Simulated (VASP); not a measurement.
# Al (P6_3/mmc) in VASP: notebook

Runs on Al. Level: PBEsol. Tasks: elastic constants, vibrations by perturbation theory.

All numbers are computed with VASP 6.6.1; they aren't measurements. Logs are shortened: lines on timing, memory, paths and dates and some standing lists are left out, and cuts for length are marked.

**1. The cell of the first run**

Symmetry: P6_3/mmc, No. 194, hexagonal system. Conventional cell: a = 2.673 Å, b = 2.673 Å, c = 4.378 Å, α = 90.00°, β = 90.00°, γ = 120.00°. Al (site symmetry -6m2) has 12 Al at 2.67 to 2.68 Å within 3.5 Å.

This isn't the form of Al at room conditions, which is fcc.

**2. Elastic constants, PBEsol**

INCAR

```
  ALGO = Normal
  EDIFF = 1E-8
  ENCUT = 600
  GGA = PS
  IBRION = 6
  ISIF = 3
  ISMEAR = -1
  LASPH = True
  LCHARG = True
  LREAL = False
  LWAVE = False
  NBANDS = 10
  NELM = 80
  NFREE = 2
  NSW = 1
  POTIM = 0.015
  PREC = Accurate
  SIGMA = 0.15
```

KPOINTS

```
k-points
0
Gamma
  18 18 10
```

POSCAR

```
Al
1.0
    2.6730348590      0.0000000000      0.0000000000
   -1.3365174295      2.3149160931      0.0000000000
    0.0000000000      0.0000000000      4.3784717324
Al
2
Direct
    0.6666666667      0.3333333333      0.7500000000
    0.3333333333      0.6666666667      0.2500000000
```

Potentials or basis: VASP PAW PBE potentials, release 64 (Al).

Run with:

```bash
cat potpaw_PBE.64/Al/POTCAR > POTCAR
mpirun -np 1 vasp_std > vasp.out
```

OUTCAR:

```text
EDIFF = 1E-8
   ENCUT = 600
   GGA = PS
   IBRION = 6
   ISIF = 3
   ISMEAR = -1
   LASPH = True
   LREAL = False
   NELM = 80
   NFREE = 2
   NSW = 1
   POTIM = 0.015
   PREC = Accurate

 ion  position               nearest neighbor table
   1  0.667  0.333  0.750-   2 2.68   2 2.68   2 2.68   2 2.68   2 2.68   2 2.68
   2  0.333  0.667  0.250-   1 2.68   1 2.68   1 2.68   1 2.68   1 2.68   1 2.68

  LATTYP: Found a hexagonal cell.
 ALAT       =     2.6730348590
 C/A-ratio  =     1.6380152012

  Lattice vectors:

 A1 = (   2.6730348590,   0.0000000000,   0.0000000000)
 A2 = (  -1.3365174295,   2.3149160931,   0.0000000000)
 A3 = (   0.0000000000,   0.0000000000,   4.3784717324)

Analysis of symmetry for initial positions (statically):
=====================================================================
 Subroutine PRICEL returns:
 Original cell was already a primitive cell.

 Routine SETGRP: Setting up the symmetry group for a
 hexagonal supercell.

 Subroutine GETGRP returns: Found 24 space group operations
 (whereof 12 operations were pure point group operations)
 out of a pool of 24 trial point group operations.

The static configuration has the point symmetry D_3d.
 The point group associated with its full space group is D_6h.

Analysis of symmetry for dynamics (positions and initial velocities):
=====================================================================
 Subroutine PRICEL returns:
 Original cell was already a primitive cell.

 Routine SETGRP: Setting up the symmetry group for a
 hexagonal supercell.

 Subroutine GETGRP returns: Found 24 space group operations
 (whereof 12 operations were pure point group operations)
 out of a pool of 24 trial point group operations.

The dynamic configuration has the point symmetry D_3d.
 The point group associated with its full space group is D_6h.

 Subroutine INISYM returns: Found 24 space group operations
 (whereof 12 operations are pure point group operations),
 and found     1 'primitive' translations

----------------------------------------------------------------------------------------

                                     Primitive cell

  volume of cell :      27.0933

  direct lattice vectors                    reciprocal lattice vectors
     2.673034859  0.000000000  0.000000000     0.374106606  0.215990550  0.000000000
    -1.336517429  2.314916093  0.000000000     0.000000000  0.431981100  0.000000000
     0.000000000  0.000000000  4.378471732     0.000000000  0.000000000  0.228390192

  length of vectors
     2.673034859  2.673034859  4.378471732     0.431981100  0.431981100  0.228390192

  position of ions in fractional coordinates (direct lattice)
     0.666666667  0.333333333  0.750000000
     0.333333333  0.666666667  0.250000000

  ion indices of the primitive-cell ions
   primitive index   ion index
                 1           1
                 2           2

----------------------------------------------------------------------------------------

 KPOINTS: k-points

Automatic generation of k-mesh.
 Grid dimensions read from file:
 generate k-points for:   18   18   10

 Generating k-lattice:

  Cartesian coordinates                     Fractional coordinates (reciprocal lattice)
     0.020783700  0.011999475  0.000000000     0.055555556  0.000000000  0.000000000
     0.000000000  0.023998950  0.000000000     0.000000000  0.055555556  0.000000000
     0.000000000  0.000000000  0.022839019     0.000000000  0.000000000  0.100000000

  Length of vectors
     0.023998950  0.023998950  0.022839019

  Shift w.r.t. Gamma in fractional coordinates (k-lattice)
     0.000000000  0.000000000  0.000000000

[... 106 lines left out ...]
  -------------------------------------------------------------------------------------
  Total        3.7462279      3.7462279      3.7457114      0.0000000     -0.0000000      0.0000000
  in kB      221.5349992    221.5349992    221.5044582      0.0000000     -0.0000000      0.0000000
  external PRESSURE =     221.5248189 kB  Pullay stress =       0.0000000 kB
[... 89 lines left out ...]
  FREE ENERGIE OF THE ION-ELECTRON SYSTEM (eV)
  ---------------------------------------------------
  free  energy   TOTEN  =        -7.7586869740 eV

  energy  without entropy=       -7.7032143470  energy(sigma->0) =       -7.73095066

 E-fermi :   9.9882     XC(G=0): -10.9425

 val. band max:        9.9794573540   @ k =   0.2778   0.1667   0.4000
 cond. band min:       9.9895986699   @ k =   0.2778   0.2222   0.5000
 fundamental gap:      0.0101413160
 Fermi energy:         9.9882068788

 k-point     1 :       0.0000    0.0000    0.0000
  band No.  band energies     occupation
      1      -2.4666      2.00000
      2       4.5310      2.00000
      3       5.1034      2.00000
      4      22.2299      0.00000
      5      22.2299      0.00000
      6      22.4393      0.00000
      7      22.4393      0.00000
      8      22.7679      0.00000
      9      26.0879      0.00000
     10      26.1837      0.00000
[... 287 lines left out ...]
 k-point    24 :       0.3889    0.1111    0.0000
  band No.  band energies     occupation
      1       3.0918      2.00000
      2       5.9202      2.00000
      3       9.7421      1.67525
      4      10.5102      0.05979
      5      12.4517      0.00000
      6      12.6349      0.00000
      7      15.0187      0.00000
      8      19.7214      0.00000
      9      20.7674      0.00000
     10      22.0967      0.00000

 [... further k-points ...]

[... ionic steps 4 to 14 ...]

--------------------------------------- Ionic step       15  -------------------------------------------

 number of electron       6.0000000 magnetization

------------------------ aborting loop because EDIFF is reached ----------------------------------------
[... 67 lines left out ...]
--------------------------------------- Ionic step       17  -------------------------------------------

 number of electron       6.0000000 magnetization

 Free energy of the ion-electron system (eV)
  ---------------------------------------------------
  ext. energy  EPLUGINS =         0.00000000
  ---------------------------------------------------
  free energy    TOTEN  =        -7.81883310 eV

  energy without entropy =       -7.76253562  energy(sigma->0) =       -7.79068436

 E-fermi :  10.1713     XC(G=0): -11.0003

 val. band max:       10.1679231681   @ k =  -0.1111   0.3889   0.3000
 cond. band min:      10.1758299590   @ k =   0.5000   0.0000   0.1000
 fundamental gap:      0.0079067909
 Fermi energy:        10.1712933981

 k-point     1 :       0.0000    0.0000    0.0000
  band No.  band energies     occupation
      1      -2.4011      2.00000
      2       4.7421      2.00000
      3       5.4523      2.00000
      4      22.2871      0.00000
      5      22.2871      0.00000
      6      22.4846      0.00000
      7      22.4846      0.00000
      8      23.2517      0.00000
      9      26.3015      0.00000
     10      27.0730      0.00000
[... 328 lines left out ...]
  FREE ENERGIE OF THE ION-ELECTRON SYSTEM (eV)
  ---------------------------------------------------
  free  energy   TOTEN  =        -7.8188330996 eV

  energy  without entropy=       -7.7625356180  energy(sigma->0) =       -7.79068436

 INTERNAL STRAIN TENSORS FROM STRAINED CELLS
 ============================================

 INTERNAL STRAIN TENSOR FOR ION    1 for displacements in x,y,z  (eV/Angst):
          X           Y           Z          XY          YZ          ZX
  --------------------------------------------------------------------------------
  x    -0.00000     0.00000    -0.00000     1.27991    -0.00000    -0.00000
  y     1.28174    -1.28921    -0.00000     0.00000    -0.00000    -0.00000
  z     0.00000     0.00000     0.00000     0.00000    -0.00224     0.00000

 INTERNAL STRAIN TENSORS FROM DISPLACED ATOMS
 ============================================

 INTERNAL STRAIN TENSOR FOR ION    1 for displacements in x,y,z  (eV/Angst):
          X           Y           Z          XY          YZ          ZX
  --------------------------------------------------------------------------------
  x     0.00000    -0.00000     0.00000     1.27070     0.00000     0.00000
  y     1.27070    -1.27070     0.00000     0.00000     0.00000     0.00000
  z    -0.00000    -0.00000     0.00000     0.00000    -0.00000     0.00000

 INTERNAL STRAIN TENSOR FOR ION    2 for displacements in x,y,z  (eV/Angst):
          X           Y           Z          XY          YZ          ZX
  --------------------------------------------------------------------------------
  x     0.00000     0.00000     0.00000    -1.27070     0.00000     0.00000
  y    -1.27070     1.27070    -0.00000     0.00000     0.00000     0.00000
  z     0.00000     0.00000    -0.00000    -0.00000     0.00000     0.00000

 Eigenvectors and eigenvalues of the dynamical matrix
 ----------------------------------------------------

   1 f  =   13.195074 THz    82.907095 2PiTHz  440.140293 cm-1    54.570417 meV
             X         Y         Z           dx          dy          dz
      1.336517  0.771639  3.283854     0.000000   -0.000000    0.707107
     -0.000000  1.543277  1.094618    -0.000000    0.000000   -0.707107
[... 16 lines left out ...]
   5 f  =    0.000000 THz     0.000000 2PiTHz    0.000001 cm-1     0.000000 meV
             X         Y         Z           dx          dy          dz
      1.336517  0.771639  3.283854    -0.646648   -0.268909    0.097646
     -0.000000  1.543277  1.094618    -0.646648   -0.268909    0.097646

   6 f/i=    0.000000 THz     0.000001 2PiTHz    0.000003 cm-1     0.000000 meV
             X         Y         Z           dx          dy          dz
      1.336517  0.771639  3.283854     0.284198   -0.631502    0.142956
     -0.000000  1.543277  1.094618     0.284198   -0.631502    0.142956

--------------------------------------------------------------------------------------------------------

 ELASTIC MODULI CONTR FROM IONIC RELAXATION (kBar)
 Direction    XX          YY          ZZ          XY          YZ          ZX
 --------------------------------------------------------------------------------
 XX         -46.1899     46.1899     -0.0000      0.0000     -0.0000      0.0000
 YY          46.1899    -46.1899      0.0000      0.0000     -0.0000      0.0000
 ZZ          -0.0000      0.0000     -0.0000     -0.0000      0.0000      0.0000
 XY           0.0000      0.0000     -0.0000    -46.1899      0.0000      0.0000
 YZ          -0.0000     -0.0000      0.0000      0.0000     -0.0000      0.0000
 ZX           0.0000      0.0000      0.0000      0.0000      0.0000      0.0000
 --------------------------------------------------------------------------------

 TOTAL ELASTIC MODULI (kBar)
 Direction    XX          YY          ZZ          XY          YZ          ZX
 --------------------------------------------------------------------------------
 XX        2285.2140   1074.4461    954.7279      0.0000     -0.0000     -0.0000
 YY        1074.4461   2285.2140    954.7279      0.0000     -0.0000     -0.0000
 ZZ         954.7279    954.7279   2337.6888     -0.0000     -0.0000      0.0000
 XY           0.0000      0.0000     -0.0000    605.3839      0.0000      0.0000
 YZ          -0.0000      0.0000     -0.0000      0.0000    346.4004      0.0000
 ZX          -0.0000      0.0000      0.0000      0.0000      0.0000    346.4004
 --------------------------------------------------------------------------------
```

It took 33 min on 1 thread of Intel Xeon 8259CL, shared host; peak memory 0.63 GiB.

Results:

| Quantity | Value |
| --- | --- |
| Voigt bulk modulus | 143 GPa |
| Highest phonon frequency at Γ | 440 cm⁻¹ |

Phonon frequencies in cm⁻¹ (negative: imaginary):
| q point | frequencies |
| --- | --- |
| (0.000, 0.000, 0.000) | 0 0 0 204 204 440 |

Elastic tensor in Voigt notation (GPa, in the Cartesian axes of the cell as first typed):
```
229 107  95   0   0   0
107 229  95   0   0   0
 95  95 234   0   0   0
  0   0   0  35   0   0
  0   0   0   0  35   0
  0   0   0   0   0  61
```

Clamped-ion elastic tensor (GPa):
```
233 103  95   0   0   0
103 233  95   0   0   0
 95  95 234   0   0   0
  0   0   0  35   0   0
  0   0   0   0  35   0
  0   0   0   0   0  65
```

Caveat: the cell is under stress, which shifts elastic constants; the PAW data sets were made with another functional, which shifts forces and pressure a little.

**3. Vibrations by perturbation theory, PBEsol (16.66 Å³/atom)**

This run uses another cell than the first one, of 16.66 Å³/atom.

INCAR

```
SYSTEM = Al
ALGO = Normal
EDIFF = 1E-8
ENCUT = 520
GGA = PS
IBRION = 8
ISIF = 2
ISMEAR = -1
LASPH = .TRUE.
LCHARG = .FALSE.
LREAL = .FALSE.
LWAVE = .FALSE.
NELM = 100
NSW = 1
PREC = Accurate
SIGMA = 0.15
```

KPOINTS

```
k-points
0
G
  18 18 10
  0 0 0
```

POSCAR

```
Al
1.0
    2.8583478383      0.0000000000      0.0000000000
   -1.4291739191      2.4754018408      0.0000000000
    0.0000000000      0.0000000000      4.7087284405
Al
2
Direct
    0.6666666667      0.3333333333      0.7500000000
    0.3333333333      0.6666666667      0.2500000000
```

Potentials or basis: VASP PAW PBE potentials, release 64 (Al).

Run with:

```bash
cat potpaw_PBE.64/Al/POTCAR > POTCAR
mpirun -np 1 vasp_std > vasp.out
```

OUTCAR:

```text
SYSTEM = Al
   EDIFF = 1E-8
   ENCUT = 520
   GGA = PS
   IBRION = 8
   ISIF = 2
   ISMEAR = -1
   LASPH = .TRUE.
   LREAL = .FALSE.
   NELM = 100
   NSW = 1
   PREC = Accurate

 ion  position               nearest neighbor table
   1  0.667  0.333  0.750-   2 2.88   2 2.88   2 2.88   2 2.88   2 2.88   2 2.88
   2  0.333  0.667  0.250-   1 2.88   1 2.88   1 2.88   1 2.88   1 2.88   1 2.88

  LATTYP: Found a hexagonal cell.
 ALAT       =     2.8583478383
 C/A-ratio  =     1.6473601909
[... 504 lines left out ...]
  2X     0.970049    0.000000    0.000000   -0.970049   -0.000000    0.000000
  2Y     0.000000    0.970049    0.000000   -0.000000   -0.970049    0.000000
  2Z     0.000000    0.000000    4.500293    0.000000    0.000000   -4.500293

 Eigenvectors and eigenvalues of the dynamical matrix
 ----------------------------------------------------

   1 f  =    9.029362 THz    56.733158 2PiTHz  301.187113 cm-1    37.342426 meV
             X         Y         Z           dx          dy          dz
      1.429174  0.825134  3.531546     0.000000    0.000000   -0.707107
     -0.000000  1.650268  1.177182     0.000000    0.000000    0.707107
[... 16 lines left out ...]
   5 f  =    0.000000 THz     0.000000 2PiTHz    0.000000 cm-1     0.000000 meV
             X         Y         Z           dx          dy          dz
      1.429174  0.825134  3.531546     0.000000    0.000000    0.707107
     -0.000000  1.650268  1.177182     0.000000    0.000000    0.707107

   6 f/i=    0.000000 THz     0.000000 2PiTHz    0.000001 cm-1     0.000000 meV
             X         Y         Z           dx          dy          dz
      1.429174  0.825134  3.531546    -0.092067   -0.701088    0.000000
     -0.000000  1.650268  1.177182    -0.092067   -0.701088    0.000000

--------------------------------------------------------------------------------------------------------

 ELASTIC MODULI CONTR FROM IONIC RELAXATION (kBar)
 Direction    XX          YY          ZZ          XY          YZ          ZX
 --------------------------------------------------------------------------------
 XX          -1.2324      1.2324     -0.0000     -0.0000      0.0000      0.0000
 YY           1.2324     -1.2324      0.0000     -0.0000      0.0000      0.0000
 ZZ          -0.0000      0.0000     -0.0000     -0.0000     -0.0000     -0.0000
 XY          -0.0000     -0.0000     -0.0000     -1.2324     -0.0000     -0.0000
 YZ           0.0000      0.0000     -0.0000     -0.0000     -0.0000     -0.0000
 ZX           0.0000      0.0000     -0.0000     -0.0000     -0.0000     -0.0000
 --------------------------------------------------------------------------------
```

stdout:

```text
POSCAR found type information on POSCAR Al
 POSCAR found :  1 types and       2 ions
 scaLAPACK will be used
 -----------------------------------------------------------------------------
|                                                                             |
|                                                                             |
|     You enforced a specific xc type in the INCAR file but a different       |
|     I HOPE YOU KNOW WHAT YOU ARE DOING!                                     |
|                                                                             |
 -----------------------------------------------------------------------------

 LDA part: xc-table for (Slater+PW92), standard interpolation
 POSCAR, INCAR and KPOINTS ok, starting setup
 FFT: planning ... GRIDC
 FFT: planning ... GRID_SOFT
 FFT: planning ... GRID
 WAVECAR not read
 entering main loop
 Linear response reoptimize wavefunctions to high precision
 Linear response DOF=           2
 Linear response progress:
 first order change of Fermi-energy  -0.90138E-06
 force on displaced ion       1 direction 1 :  -0.970  -0.000   0.000
 Linear response progress:
 first order change of Fermi-energy  -0.46577E-05
 force on displaced ion       1 direction 3 :   0.000   0.000  -4.500
 Linear response finished
```

It took 7.4 min on 1 thread of AMD EPYC 7R43 (Zen 3), shared host; peak memory 0.5 GiB.

Results:

```
Highest phonon frequency at Γ : 301 cm⁻¹
```

Phonon frequencies in cm⁻¹ (negative: imaginary):
```
              q point        frequencies
(0.000, 0.000, 0.000)  0 0 0 140 140 301
```

Caveat: the cell stands under pressure or tension, which shifts response properties; the PAW data sets were made with another functional, which shifts forces and pressure a little.
